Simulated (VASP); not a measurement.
Set up this calculation in VASP 6.6.1, as the native input.

- Task: single point
- Functional: PBEsol
- Potentials or basis: VASP PAW PBE potentials, release 64 (Al, Ni)
- Cutoff: 520 eV
- k mesh: 16 × 16 × 16
- Occupations: gaussian, width 0.1 eV
- Spin: no spin polarisation
- Dipole correction: no
- Further INCAR settings: ALGO = Fast; EDIFF = 1e-06; NBANDS = 14

The structure of AlNi lies in POSCAR:

```
AlNi
1.0
    2.6853342251      0.0000000000      0.0000000000
    0.0000000000      2.6853342251      0.0000000000
    0.0000000000      0.0000000000      2.6853342251
Al Ni
1 1
Direct
    0.5000000000      0.5000000000      0.5000000000
    0.0000000000      0.0000000000      0.0000000000
```

These files were run (other wordings do the same):

INCAR

```
SYSTEM = AlNi
PREC     = Accurate       ! precision mode
ENCUT    = 520            ! plane-wave cutoff, eV
EDIFF    = 1E-6           ! SCF threshold, eV
ISMEAR   = 0              ! smearing method
SIGMA    = 0.1            ! smearing width, eV
LREAL    = .FALSE.        ! projectors in reciprocal space
LASPH    = .TRUE.         ! aspherical terms in the spheres
NELM     = 60             ! most SCF steps
ALGO     = Fast           ! electronic algorithm
ISIF     = 2              ! what is computed and relaxed
LWAVE    = .FALSE.        ! write WAVECAR
LCHARG   = .TRUE.         ! write CHGCAR
GGA      = PS             ! functional
LELF     = .TRUE.         ! ELF
LVHAR    = .TRUE.       
NBANDS   = 14             ! bands
```

KPOINTS

```
regular mesh
0
G
  16 16 16
  0 0 0
```

Potentials or basis: VASP PAW PBE potentials, release 64 (Al, Ni).

Launch:

```console
$ cat potpaw_PBE.64/Al/POTCAR potpaw_PBE.64/Ni/POTCAR > POTCAR
$ mpirun -np 1 vasp_std > vasp.out
```

Results of the run:

```json
{"Pressure": "50.2 GPa"}
```

Caveat: the PAW data sets were made with another functional, which shifts forces and pressure a little.

Run time: 46 s on 1 thread of Intel(R) Xeon(R) Platinum 8375C CPU @ 2.90GHz (Ice Lake), on a shared host, peak memory 0.16 GiB.
